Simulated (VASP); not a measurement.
# KCdF3 (Pm-3m) in VASP: single point with LDA

Aim: the single point of KCdF3 with LDA.

Program: VASP 6.6.1. These are calculated values, not measurements. Logs are shortened: lines on timing, memory, paths and dates and some standing lists are left out, and cuts for length are marked.

### 1 The cell of the first run

Symmetry: Pm-3m, No. 221, cubic system. The conventional cell has a = 4.382 Å, b = 4.382 Å, c = 4.382 Å, α = 90.00°, β = 90.00°, γ = 90.00°. Within 4.1 Å of K (site symmetry m-3m) lie 12 F at 3.10 Å and 8 Cd at 3.80 Å. Cd (site symmetry m-3m) has 6 F at 2.19 Å within 2.9 Å. Within 2.9 Å of F (site symmetry 4/mmm) lie 2 Cd at 2.19 Å.

### 2 Single point, LDA

Input file INCAR:

```
SYSTEM = KCdF3
  ALGO = Normal
  EDIFF = 1E-6
  ENCUT = 600
  GGA = CA
  GGA_COMPAT = .FALSE.
  ISIF = 2
  ISMEAR = 0
  LASPH = .TRUE.
  LCHARG = .FALSE.
  LREAL = .FALSE.
  LWAVE = .FALSE.
  NBANDS = 29
  NELM = 120
  PREC = Accurate
  SIGMA = 0.01
```

Input file KPOINTS:

```
k-points
0
G
  4 4 4
  0 0 0
```

Input file POSCAR:

```
KCdF3
1.0
    4.3820890000      0.0000000000      0.0000000000
    0.0000000000      4.3820890000      0.0000000000
    0.0000000000      0.0000000000      4.3820890000
K Cd F
1 1 3
Direct
    0.0000000000      0.0000000000      0.0000000000
    0.5000000000      0.5000000000      0.5000000000
    0.0000000000      0.5000000000      0.5000000000
    0.5000000000      0.0000000000      0.5000000000
    0.5000000000      0.5000000000      0.0000000000
```

Potentials or basis: VASP PAW LDA potentials, release 64 (K_sv, Cd, F).

Run with:

```console
$ cat potpaw_LDA.64/K_sv/POTCAR potpaw_LDA.64/Cd/POTCAR potpaw_LDA.64/F/POTCAR > POTCAR
$ mpirun -np 1 vasp_std > vasp.out
```

OUTCAR:

```text
SYSTEM = KCdF3
   EDIFF = 1E-6
   ENCUT = 600
   GGA = CA
   ISIF = 2
   ISMEAR = 0
   LASPH = .TRUE.
   LREAL = .FALSE.
   NELM = 120
   PREC = Accurate

 ion  position               nearest neighbor table
   1  0.000  0.000  0.000-   2 3.80   2 3.80   2 3.80   2 3.80   2 3.80   2 3.80   2 3.80   2 3.80

   2  0.500  0.500  0.500-   3 2.19   4 2.19   5 2.19   5 2.19   4 2.19   3 2.19   1 3.80   1 3.80
                             1 3.80   1 3.80   1 3.80   1 3.80   1 3.80   1 3.80
   3  0.000  0.500  0.500-   2 2.19   2 2.19
   4  0.500  0.000  0.500-   2 2.19   2 2.19
   5  0.500  0.500  0.000-   2 2.19   2 2.19

  LATTYP: Found a simple cubic cell.
 ALAT       =     4.3820890000

  Lattice vectors:

 A1 = (   4.3820890000,   0.0000000000,   0.0000000000)
 A2 = (   0.0000000000,   4.3820890000,   0.0000000000)
 A3 = (   0.0000000000,   0.0000000000,   4.3820890000)

Analysis of symmetry for initial positions (statically):
=====================================================================
 Subroutine PRICEL returns:
 Original cell was already a primitive cell.

 Routine SETGRP: Setting up the symmetry group for a
 simple cubic supercell.

 Subroutine GETGRP returns: Found 48 space group operations
 (whereof 48 operations were pure point group operations)
 out of a pool of 48 trial point group operations.

The static configuration has the point symmetry O_h .

Analysis of symmetry for dynamics (positions and initial velocities):
=====================================================================
 Subroutine PRICEL returns:
 Original cell was already a primitive cell.

 Routine SETGRP: Setting up the symmetry group for a
 simple cubic supercell.

 Subroutine GETGRP returns: Found 48 space group operations
 (whereof 48 operations were pure point group operations)
 out of a pool of 48 trial point group operations.

The dynamic configuration has the point symmetry O_h .

 Subroutine INISYM returns: Found 48 space group operations
 (whereof 48 operations are pure point group operations),
 and found     1 'primitive' translations

----------------------------------------------------------------------------------------

                                     Primitive cell

  volume of cell :      84.1480

  direct lattice vectors                    reciprocal lattice vectors
[... 78 lines left out ...]
   EDIFF  = 0.1E-05   stopping-criterion for ELM
   LREAL  =      F    real-space projection
   EDIFFG = 0.1E-04   stopping-criterion for IOM
   NSW    =      0    number of steps for IOM
   IBRION =     -1    ionic relax: 0-MD 1-quasi-New 2-CG
   NFREE  =      0    steps in history (QN), initial steepest desc. (CG)
   ISIF   =      2    stress and relaxation
   ISYM   =      2    0-nonsym 1-usesym 2-fastsym
   POTIM  = 0.5000    time-step for ionic-motion
   TEBEG  =    0.0;   TEEND  =   0.0 temperature during run
   PSTRESS=    0.0 pullay stress
   NELECT =      42.0000    total number of electrons
   NUPDOWN=      -1.0000    fix difference up-down
   EMIN   =  10.00;   EMAX   =-10.00  energy-range for DOS
   EFERMI =   0.00;   METHOD = LEGACY
   ISMEAR =     0;   SIGMA  =   0.01  broadening in eV -4-tet -1-fermi 0-gaus
   EFERMI_NEDOS =   21; number of points for ismear=-14 and -15
   IALGO  =     38    algorithm
   IMIX   =      4    mixing-type and parameters
     AMIX     =   0.40;   BMIX     =  1.00
     AMIX_MAG =   1.60;   BMIX_MAG =  1.00
  volume/ion in A,a.u.               =      16.83       113.57
  Fermi-wavevector in a.u.,A,eV,Ry     =   1.298604  2.454006 22.944489  1.686372
  Thomas-Fermi vector in A             =   2.429922
   LORBIT       =      0    0 simple, 1 ext, 2 COOP (PROOUT), +10 PAW based schemes
   GGA     = CA    functional components
   LHFCALC =     F    Hartree Fock is set to
   AEXX    =    0.0000 exact exchange contribution
   IVDW    =     0    specifies the selected vdW correction
   LEPSILON=     F    determine dielectric tensor
   LRPA    =     F    only Hartree local field effects (RPA)
 non-spin polarized calculation
 Gauss-broadening in eV      SIGMA  =   0.01
  energy-cutoff  :      600.00
  volume of cell :       84.15
 maximum number of plane-waves:      2832
 NGX is ok and might be reduce to    36
   NGX = 17   NGY = 17   NGZ = 17

 number of electron      41.9999948 magnetization

 Free energy of the ion-electron system (eV)
  ---------------------------------------------------
  ext. energy  EPLUGINS =         0.00000000
  ---------------------------------------------------
  free energy    TOTEN  =       -21.66106496 eV

  energy without entropy =      -21.66106496  energy(sigma->0) =      -21.66106496

 E-fermi :  -1.7365     XC(G=0):  -9.7059

 val. band max:       -1.8267064376   @ k =   0.5000   0.5000   0.5000
 cond. band min:       0.9739015786   @ k =   0.0000   0.0000   0.0000
 fundamental gap:      2.8006080162
 Fermi energy:        -1.7365470210

 k-point     1 :       0.0000    0.0000    0.0000
  band No.  band energies     occupation
      1     -29.0228      2.00000
      2     -22.4380      2.00000
      3     -22.1132      2.00000
      4     -22.1132      2.00000
      5     -12.7234      2.00000
      6     -12.7234      2.00000
[... 309 lines left out ...]
     28       9.2604      0.00000
     29       9.2604      0.00000

------------------------ aborting loop because EDIFF is reached ----------------------------------------

  FORCE on cell =-STRESS in cart. coord.  units (eV):
  Direction    XX          YY          ZZ          XY          YZ          ZX
  --------------------------------------------------------------------------------------
  -------------------------------------------------------------------------------------
  Total       -1.5656727     -1.5656727     -1.5656727     -0.0000000     -0.0000000      0.0000000
  in kB      -29.8104129    -29.8104129    -29.8104129     -0.0000000     -0.0000000      0.0000000
  external PRESSURE =     -29.8104129 kB  Pullay stress =       0.0000000 kB

 VOLUME and BASIS-vectors are now :
 -----------------------------------------------------------------------------
  energy-cutoff  :      600.00
  volume of cell :       84.15
      direct lattice vectors                 reciprocal lattice vectors
     4.382089000  0.000000000  0.000000000     0.228201664  0.000000000  0.000000000
     0.000000000  4.382089000  0.000000000     0.000000000  0.228201664  0.000000000
     0.000000000  0.000000000  4.382089000     0.000000000  0.000000000  0.228201664

 POSITION                                       TOTAL-FORCE (eV/Angst)
 -----------------------------------------------------------------------------------
      0.00000      0.00000      0.00000         0.000000      0.000000      0.000000
      2.19104      2.19104      2.19104         0.000000      0.000000      0.000000
      0.00000      2.19104      2.19104         0.000000      0.000000      0.000000
      2.19104      0.00000      2.19104         0.000000      0.000000      0.000000
      2.19104      2.19104      0.00000         0.000000      0.000000      0.000000
 -----------------------------------------------------------------------------------
    total drift:                                0.000000      0.000000      0.000000

  FREE ENERGIE OF THE ION-ELECTRON SYSTEM (eV)
  ---------------------------------------------------
  free  energy   TOTEN  =       -21.6610649570 eV

  energy  without entropy=      -21.6610649570  energy(sigma->0) =      -21.66106496
```

stdout:

```text
POSCAR found type information on POSCAR K CdF
 POSCAR found :  3 types and       5 ions
 scaLAPACK will be used
 LDA part: xc-table for (Slater(with rela. corr.)+CA(PZ))
 , standard interpolation
 POSCAR, INCAR and KPOINTS ok, starting setup
 FFT: planning ... GRIDC
 FFT: planning ... GRID_SOFT
 FFT: planning ... GRID
 WAVECAR not read
 entering main loop
```

It took 19 s on 1 thread of Intel Xeon Platinum 8259CL at 2.50GHz (Skylake/Cascade Lake), shared host; peak memory 0.18 GiB.

What came out:

```
Free energy            : -21.6611 eV
Pressure               : -3.0 GPa
Band gap on the k mesh : 2.80 eV (least direct gap 4.59 eV)
```
